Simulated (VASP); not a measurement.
# Cr (Im-3m) in VASP: further runs

The runs below take Cr through single point, relaxation of cell and atoms, with PBEsol.

Everything below comes from runs of VASP 6.6.1. Logs are shortened: lines on timing, memory, paths and dates and some standing lists are left out, and cuts for length are marked.

## (1) The cell of the first run

Symmetry: Im-3m, No. 229, cubic system. The conventional cell has a = 2.814 Å, b = 2.814 Å, c = 2.814 Å, α = 90.00°, β = 90.00°, γ = 90.00°. Within 3.2 Å of Cr (site symmetry m-3m) lie 14 Cr at 2.44 to 2.81 Å.

## (2) Single point, PBEsol, collinear spin, ferromagnetic start

INCAR

```
SYSTEM = Cr
PREC = Accurate
ENCUT = 520
EDIFF = 1E-6
ISMEAR = -1
SIGMA = 0.05
LREAL = .FALSE.
LASPH = .TRUE.
NELM = 150
ALGO = Normal
ISIF = 2
LWAVE = .FALSE.
LCHARG = .TRUE.
ISPIN = 2
MAGMOM = 1.5
LORBIT = 11
LMAXMIX = 4
GGA = PS
LELF = .TRUE.
LVHAR = .TRUE.
NBANDS = 16
```

KPOINTS

```
regular mesh
0
G
  26 26 26
  0 0 0
```

POSCAR

```
Cr
1.0
   -1.4070623699      1.4070623699      1.4070623699
    1.4070623699     -1.4070623699      1.4070623699
    1.4070623699      1.4070623699     -1.4070623699
Cr
1
Direct
    0.0000000000      0.0000000000      0.0000000000
```

Potentials or basis: VASP PAW PBE potentials, release 64 (Cr_pv).

On the command line:

```sh
$ cat potpaw_PBE.64/Cr_pv/POTCAR > POTCAR
$ mpirun -np 1 vasp_std > vasp.out
```

OUTCAR:

```text
SYSTEM = Cr
   PREC = Accurate
   ENCUT = 520
   EDIFF = 1E-6
   ISMEAR = -1
   LREAL = .FALSE.
   LASPH = .TRUE.
   NELM = 150
   ISIF = 2
   ISPIN = 2
   LORBIT = 11
   GGA = PS

 ion  position               nearest neighbor table
   1  0.000  0.000  0.000-

  LATTYP: Found a body centered cubic cell.
 ALAT       =     2.8141247398

  Lattice vectors:

 A1 = (  -1.4070623699,   1.4070623699,   1.4070623699)
 A2 = (   1.4070623699,  -1.4070623699,   1.4070623699)
 A3 = (   1.4070623699,   1.4070623699,  -1.4070623699)

Analysis of symmetry for initial positions (statically):
=====================================================================
 Subroutine PRICEL returns:
 Original cell was already a primitive cell.

 Routine SETGRP: Setting up the symmetry group for a
 body centered cubic supercell.

 Subroutine GETGRP returns: Found 48 space group operations
 (whereof 48 operations were pure point group operations)
 out of a pool of 48 trial point group operations.

The static configuration has the point symmetry O_h .

Analysis of symmetry for dynamics (positions and initial velocities):
=====================================================================
 Subroutine PRICEL returns:
 Original cell was already a primitive cell.

 Routine SETGRP: Setting up the symmetry group for a
 body centered cubic supercell.

 Subroutine GETGRP returns: Found 48 space group operations
 (whereof 48 operations were pure point group operations)
 out of a pool of 48 trial point group operations.

The dynamic configuration has the point symmetry O_h .

Analysis of structural, dynamic, and magnetic symmetry:
=====================================================================
 Subroutine PRICEL returns:
 Original cell was already a primitive cell.

 Routine SETGRP: Setting up the symmetry group for a
 body centered cubic supercell.

 Subroutine GETGRP returns: Found 48 space group operations
 (whereof 48 operations were pure point group operations)
 out of a pool of 48 trial point group operations.

The overall configuration has the point symmetry O_h .

 Subroutine INISYM returns: Found 48 space group operations
 (whereof 48 operations are pure point group operations),
 and found     1 'primitive' translations

----------------------------------------------------------------------------------------

                                     Primitive cell

  volume of cell :      11.1429

  direct lattice vectors                    reciprocal lattice vectors
    -1.407062370  1.407062370  1.407062370     0.000000000  0.355350275  0.355350275
     1.407062370 -1.407062370  1.407062370     0.355350275  0.000000000  0.355350275
     1.407062370  1.407062370 -1.407062370     0.355350275  0.355350275  0.000000000

  length of vectors
     2.437103514  2.437103514  2.437103514     0.502541178  0.502541178  0.502541178

  position of ions in fractional coordinates (direct lattice)
     0.000000000  0.000000000  0.000000000

  ion indices of the primitive-cell ions
   primitive index   ion index
                 1           1

----------------------------------------------------------------------------------------

 KPOINTS: regular mesh

Automatic generation of k-mesh.
 Grid dimensions read from file:
 generate k-points for:   26   26   26

 Generating k-lattice:

  Cartesian coordinates                     Fractional coordinates (reciprocal lattice)
     0.000000000  0.013667318  0.013667318     0.038461538  0.000000000  0.000000000
     0.013667318  0.000000000  0.013667318     0.000000000  0.038461538  0.000000000
     0.013667318  0.013667318  0.000000000     0.000000000  0.000000000  0.038461538

  Length of vectors
     0.019328507  0.019328507  0.019328507

  Shift w.r.t. Gamma in fractional coordinates (k-lattice)
     0.000000000  0.000000000  0.000000000

 Subroutine IBZKPT returns following result:
 ===========================================

 Found    511 irreducible k-points:

 Following reciprocal coordinates:
            Coordinates               Weight
  0.000000  0.000000  0.000000      1.000000
  0.038462  0.000000  0.000000     12.000000
  0.076923  0.000000  0.000000     12.000000
  0.115385  0.000000  0.000000     12.000000
  0.153846  0.000000  0.000000     12.000000
  0.192308  0.000000  0.000000     12.000000
[... 16 lines left out ...]
  0.346154  0.038462  0.000000     48.000000
  0.384615  0.038462  0.000000     48.000000
 [... further k-points ...]
   k-points           NKPTS =    511   k-points in BZ     NKDIM =    511   number of bands    NBANDS=     16
   number of dos      NEDOS =    301   number of ions     NIONS =      1
   total plane-waves  NPLWV =   5832
   dimension x,y,z NGX =    18 NGY =   18 NGZ =   18
   dimension x,y,z NGXF=    36 NGYF=   36 NGZF=   36
   ions per type =               1
   NGX,Y,Z   is equivalent  to a cutoff of  12.28, 12.28, 12.28 a.u.
   NGXF,Y,Z  is equivalent  to a cutoff of  24.56, 24.56, 24.56 a.u.
 SYSTEM =  Cr
   PREC   = accura    normal or accurate (medium, high low for compatibility)
   ISTART =      0    job   : 0-new  1-cont  2-samecut
   ICHARG =      2    charge: 1-file 2-atom 10-const
   ISPIN  =      2    spin polarized calculation?
   LNONCOLLINEAR =      F non collinear calculations
   LSORBIT =      F    spin-orbit coupling
   LASPH  =      T    aspherical Exc in radial PAW
   ENCUT  =  520.0 eV  38.22 Ry    6.18 a.u.   4.53  4.53  4.53*2*pi/ulx,y,z
   NELM   =    150;   NELMIN=  2; NELMDL= -5     # of ELM steps
   EDIFF  = 0.1E-05   stopping-criterion for ELM
   LREAL  =      F    real-space projection
   EDIFFG = 0.1E-04   stopping-criterion for IOM
   NSW    =      0    number of steps for IOM
   IBRION =     -1    ionic relax: 0-MD 1-quasi-New 2-CG
   NFREE  =      0    steps in history (QN), initial steepest desc. (CG)
   ISIF   =      2    stress and relaxation
   ISYM   =      2    0-nonsym 1-usesym 2-fastsym
   POTIM  = 0.5000    time-step for ionic-motion
   TEBEG  =    0.0;   TEEND  =   0.0 temperature during run
   PSTRESS=    0.0 pullay stress
   NELECT =      12.0000    total number of electrons
   NUPDOWN=      -1.0000    fix difference up-down
   EMIN   =  10.00;   EMAX   =-10.00  energy-range for DOS
   EFERMI =   0.00;   METHOD = LEGACY
   ISMEAR =    -1;   SIGMA  =   0.05  broadening in eV -4-tet -1-fermi 0-gaus
   EFERMI_NEDOS =   21; number of points for ismear=-14 and -15
   IALGO  =     38    algorithm
   IMIX   =      4    mixing-type and parameters
     AMIX     =   0.40;   BMIX     =  1.00
     AMIX_MAG =   1.60;   BMIX_MAG =  1.00
  volume/ion in A,a.u.               =      11.14        75.20
  Fermi-wavevector in a.u.,A,eV,Ry     =   1.678038  3.171033 38.311461  2.815813
  Thomas-Fermi vector in A             =   2.762198
   LORBIT       =     11    0 simple, 1 ext, 2 COOP (PROOUT), +10 PAW based schemes
   GGA     = PS    functional components
   LHFCALC =     F    Hartree Fock is set to
   AEXX    =    0.0000 exact exchange contribution
   IVDW    =     0    specifies the selected vdW correction
   LEPSILON=     F    determine dielectric tensor
   LRPA    =     F    only Hartree local field effects (RPA)
 spin polarized calculation
  energy-cutoff  :      520.00
  volume of cell :       11.14
 maximum number of plane-waves:       321
   NGX =  9   NGY =  9   NGZ =  9

 number of electron      12.0000013 magnetization       0.0005517

 number of electron      12.0000013 magnetization      -0.0006356

 Free energy of the ion-electron system (eV)
  ---------------------------------------------------
  ext. energy  EPLUGINS =         0.00000000
  ---------------------------------------------------
  free energy    TOTEN  =       -10.24458532 eV

  energy without entropy =      -10.23831128  energy(sigma->0) =      -10.24144830

 E-fermi :  11.3436     XC(G=0): -14.0464

 val. band max:       11.3435139324   @ k =  -0.3077   0.3462   0.2692
 cond. band min:      11.3484866531   @ k =   0.3846   0.0385   0.0000
 fundamental gap:      0.0049727207
 Fermi energy:        11.3435796948

 spin component 1

 k-point     1 :       0.0000    0.0000    0.0000
  band No.  band energies     occupation
      1     -31.1844      1.00000
      2     -31.1844      1.00000
      3     -31.1844      1.00000
      4       3.3327      1.00000
      5      10.3888      1.00000
      6      10.3888      1.00000
[... 8 lines left out ...]
     15      41.7788      0.00000
     16      46.6346      0.00000

 k-point     2 :       0.0385    0.0000    0.0000
  band No.  band energies     occupation
      1     -31.2003      1.00000
      2     -31.1892      1.00000
      3     -31.1845      1.00000
      4       3.4004      1.00000
      5      10.3617      1.00000
      6      10.3848      1.00000
[... 8 lines left out ...]
     15      41.9285      0.00000
     16      45.6480      0.00000

 k-point     3 :       0.0769    0.0000    0.0000
  band No.  band energies     occupation
      1     -31.2469      1.00000
      2     -31.2034      1.00000
      3     -31.1849      1.00000
      4       3.6007      1.00000
      5      10.2829      1.00000
      6      10.3689      1.00000
[... 8 lines left out ...]
     15      42.3034      0.00000
     16      44.2501      0.00000
[... 362 lines left out ...]
 k-point    23 :       0.3462    0.0385    0.0000
  band No.  band energies     occupation
      1     -32.0534      1.00000
      2     -31.4579      1.00000
      3     -31.1971      1.00000
      4       6.7189      1.00000
      5       9.0081      1.00000
      6      10.7907      0.99998
[... 8 lines left out ...]
     15      40.9033      0.00000
     16      44.0710      0.00000

 k-point    24 :       0.3846    0.0385    0.0000
  band No.  band energies     occupation
      1     -32.1318      1.00000
      2     -31.4841      1.00000
      3     -31.1978      1.00000
      4       6.7675      1.00000
      5       8.8906      1.00000
      6      11.3490      0.47282
[... 8 lines left out ...]
     15      41.0148      0.00000
     16      43.9969      0.00000

 [... further k-points ...]

 spin component 2

 k-point     1 :       0.0000    0.0000    0.0000
  band No.  band energies     occupation
      1     -31.1850      1.00000
      2     -31.1850      1.00000
      3     -31.1850      1.00000
      4       3.3323      1.00000
      5      10.3885      1.00000
      6      10.3885      1.00000
[... 8 lines left out ...]
     15      41.7779      0.00000
     16      46.6345      0.00000

 k-point     2 :       0.0385    0.0000    0.0000
  band No.  band energies     occupation
      1     -31.2009      1.00000
      2     -31.1898      1.00000
      3     -31.1851      1.00000
      4       3.4000      1.00000
      5      10.3614      1.00000
      6      10.3845      1.00000
[... 8 lines left out ...]
     15      41.9277      0.00000
     16      45.6459      0.00000

 k-point     3 :       0.0769    0.0000    0.0000
  band No.  band energies     occupation
      1     -31.2475      1.00000
      2     -31.2039      1.00000
      3     -31.1854      1.00000
      4       3.6003      1.00000
      5      10.2826      1.00000
      6      10.3686      1.00000
[... 8 lines left out ...]
     15      42.3026      0.00000
     16      44.2499      0.00000
[... 362 lines left out ...]
 k-point    23 :       0.3462    0.0385    0.0000
  band No.  band energies     occupation
      1     -32.0539      1.00000
      2     -31.4585      1.00000
      3     -31.1977      1.00000
      4       6.7184      1.00000
      5       9.0078      1.00000
      6      10.7902      0.99998
[... 8 lines left out ...]
     15      40.9029      0.00000
     16      44.0706      0.00000

 k-point    24 :       0.3846    0.0385    0.0000
  band No.  band energies     occupation
      1     -32.1324      1.00000
      2     -31.4847      1.00000
      3     -31.1984      1.00000
      4       6.7671      1.00000
      5       8.8903      1.00000
      6      11.3485      0.47548
[... 8 lines left out ...]
     15      41.0144      0.00000
     16      43.9966      0.00000

 [... further k-points ...]

------------------------ aborting loop because EDIFF is reached ----------------------------------------

  FORCE on cell =-STRESS in cart. coord.  units (eV):
  Direction    XX          YY          ZZ          XY          YZ          ZX
  --------------------------------------------------------------------------------------
  -------------------------------------------------------------------------------------
  Total       -0.0459117     -0.0459117     -0.0459117      0.0000000      0.0000000      0.0000000
  in kB       -6.6013681     -6.6013681     -6.6013681      0.0000000      0.0000000      0.0000000
  external PRESSURE =      -6.6013681 kB  Pullay stress =       0.0000000 kB

 VOLUME and BASIS-vectors are now :
 -----------------------------------------------------------------------------
  energy-cutoff  :      520.00
  volume of cell :       11.14
      direct lattice vectors                 reciprocal lattice vectors
    -1.407062370  1.407062370  1.407062370     0.000000000  0.355350275  0.355350275
     1.407062370 -1.407062370  1.407062370     0.355350275  0.000000000  0.355350275
     1.407062370  1.407062370 -1.407062370     0.355350275  0.355350275  0.000000000

 POSITION                                       TOTAL-FORCE (eV/Angst)
 -----------------------------------------------------------------------------------
      0.00000      0.00000      0.00000         0.000000     -0.000000      0.000000
 -----------------------------------------------------------------------------------
    total drift:                                0.000000      0.000000      0.000000

  FREE ENERGIE OF THE ION-ELECTRON SYSTEM (eV)
  ---------------------------------------------------
  free  energy   TOTEN  =       -10.2445853213 eV

  energy  without entropy=      -10.2383112750  energy(sigma->0) =      -10.24144830

 total charge

# of ion       s       p       d       tot
------------------------------------------
    1        0.444   6.432   4.259  11.135

 magnetization (x)

# of ion       s       p       d       tot
------------------------------------------
    1        0.000  -0.000  -0.000  -0.000
```

It took 89 s on 1 thread of Intel Xeon 6975P-C (Granite Rapids), shared host; peak memory 0.23 GiB.

Results:

| Property | Result |
| --- | --- |
| Free energy | -10.2446 eV |
| Pressure | -0.7 GPa |
| Band gap on the k mesh | zero (filled and empty bands overlap) |
| Net moment | 0.00 μB per cell |
| Valence electrons inside the program's atomic spheres | Cr 11.13 |

Caveat: the starting moments collapsed, and a magnetic state may lie lower; the PAW data sets were made with another functional, which shifts forces and pressure a little.

## (3) Single point, PBEsol, collinear spin, antiferromagnetic start

This run uses another cell than the first one: it holds 2 atoms, not 1.

INCAR

```
PREC = Accurate ; ENCUT = 520
EDIFF = 1E-6 ; ISMEAR = -1
SIGMA = 0.05 ; LREAL = F
LASPH = T ; NELM = 150
ALGO = Normal ; ISIF = 2
LWAVE = F ; LCHARG = F
ISPIN = 2 ; MAGMOM = 1.5 -1.5
LORBIT = 11 ; LMAXMIX = 4
GGA = PS ; NBANDS = 23
```

KPOINTS

```
Automatic mesh
0
Gamma
  11 11 11
```

POSCAR

```
Cr
1.0
    2.8165118265      0.0000000000      0.0000000000
    0.0000000000      2.8165118265      0.0000000000
    0.0000000000      0.0000000000      2.8165118265
Cr
2
Direct
    0.0000000000      0.0000000000      0.0000000000
    0.5000000000      0.5000000000      0.5000000000
```

Potentials or basis: VASP PAW PBE potentials, release 64 (Cr_pv).

On the command line:

```sh
$ cat potpaw_PBE.64/Cr_pv/POTCAR > POTCAR
$ mpirun -np 1 vasp_std > vasp.out
```

It took 31 s on 1 thread of Intel Xeon 6975P-C (Granite Rapids), shared host; peak memory 0.17 GiB.

It converged, with:

```
Free energy                                           : -20.4933 eV
Pressure                                              : 0.0 GPa
Band gap on the k mesh                                : zero (filled and empty bands overlap)
Net moment                                            : 0.00 μB per cell
Site moments                                          : Cr +0.50, -0.50 μB
Valence electrons inside the program's atomic spheres : Cr 11.13
```

Levels at points of the mesh, in eV from the Fermi level:
Spin up:
```
           k point  band 9  band 10  band 11  band 12  band 13  band 14  band 15  band 16
(0.00, 0.00, 0.00)   -4.52    -0.92    -0.92    -0.92     1.22     1.22     2.66     2.66
```
Spin down:
```csv
k point,band 8,band 9,band 10,band 11,band 12,band 13,band 14,band 15,band 16,band 17
"(0.00, 0.00, 0.00)",-4.52,-4.52,-0.92,-0.92,-0.92,1.22,1.22,2.66,2.66,2.66
```

Caveat: the PAW data sets were made with another functional, which shifts forces and pressure a little.

## (4) Relaxation of cell and atoms, PBEsol, collinear spin, antiferromagnetic start

This run uses another cell than the first one: it holds 2 atoms, not 1.

INCAR

```
SYSTEM = Cr
PREC = Accurate
ENCUT = 600
EDIFF = 1E-7
ISMEAR = -1
SIGMA = 0.05
LREAL = .False.
LASPH = .True.
NELM = 150
ALGO = Normal
ISIF = 3
LWAVE = .False.
LCHARG = .False.
ISPIN = 2
MAGMOM = 1.5 -1.5
LORBIT = 11
LMAXMIX = 4
GGA = PS
IBRION = 2
NSW = 80
EDIFFG = -0.01
```

KPOINTS

```
Automatic mesh
0
Gamma
  11 11 11
  0 0 0
```

POSCAR

```
Cr
1.0
    2.8839000000      0.0000000000      0.0000000000
    0.0000000000      2.8839000000      0.0000000000
    0.0000000000      0.0000000000      2.8839000000
Cr
2
Direct
    0.0000000000      0.0000000000      0.0000000000
    0.5000000000      0.5000000000      0.5000000000
```

On the command line:

```sh
$ cat potpaw_PBE.64/Cr_pv/POTCAR > POTCAR
$ mpirun -np 1 vasp_std > vasp.out
```

It took 74 s on 1 thread of Intel Xeon 6975P-C (Granite Rapids), shared host; peak memory 0.17 GiB.

It converged, with:

* Free energy: -20.4941 eV
* Relaxed volume: 11.11 Å³/atom
* Relaxed cell: a = 2.812 Å, b = 2.812 Å, c = 2.812 Å, α = 90.00°, β = 90.00°, γ = 90.00°
* Space group after relaxing (to 0.05 Å): Im-3m (No. 229)
* Energy gained by relaxing: 37.7 meV/atom
* Ionic steps: 4
* Pressure after relaxing: 0.1 GPa
* Band gap on the k mesh: zero (filled and empty bands overlap)
* Net moment: 0.00 μB per cell
* Valence electrons inside the program's atomic spheres: Cr 11.14

Step by step:
| step | energy change (eV) | largest force (eV/Å) | pressure (GPa) | volume (Å³) |
| --- | --- | --- | --- | --- |
| 1 | 0.0000 | 0.0000 | -13.55 | 23.99 |
| 2 | 0.0419 | 0.0000 | 25.03 | 20.63 |
| 3 | -0.0750 | 0.0000 | -1.72 | 22.35 |
| 4 | -0.0755 | 0.0000 | 0.09 | 22.23 |

Final structure:
```cif
data_structure
_symmetry_space_group_name_H-M 'P 1'
_symmetry_Int_Tables_number 1
_cell_length_a 2.8117
_cell_length_b 2.8117
_cell_length_c 2.8117
_cell_angle_alpha 90.000
_cell_angle_beta 90.000
_cell_angle_gamma 90.000
_cell_volume 22.23
loop_
_atom_site_label
_atom_site_type_symbol
_atom_site_fract_x
_atom_site_fract_y
_atom_site_fract_z
_atom_site_occupancy
Cr1 Cr 0.00000 0.00000 0.00000 1
Cr2 Cr 0.50000 0.50000 0.50000 1
```

Levels at points of the mesh, in eV from the Fermi level:
Spin up:
```
           k point  band 9  band 10  band 11  band 12  band 13  band 14  band 15  band 16
(0.00, 0.00, 0.00)   -4.58    -0.95    -0.95    -0.95     1.18     1.18     2.62     2.62
```
Spin down:
| k point | band 8 | band 9 | band 10 | band 11 | band 12 | band 13 | band 14 | band 15 | band 16 |
| --- | --- | --- | --- | --- | --- | --- | --- | --- | --- |
| (0.00, 0.00, 0.00) | -4.58 | -4.58 | -0.95 | -0.95 | -0.95 | 1.18 | 1.18 | 2.62 | 2.62 |

Caveat: the starting moments collapsed, and a magnetic state may lie lower; the PAW data sets were made with another functional, which shifts forces and pressure a little.
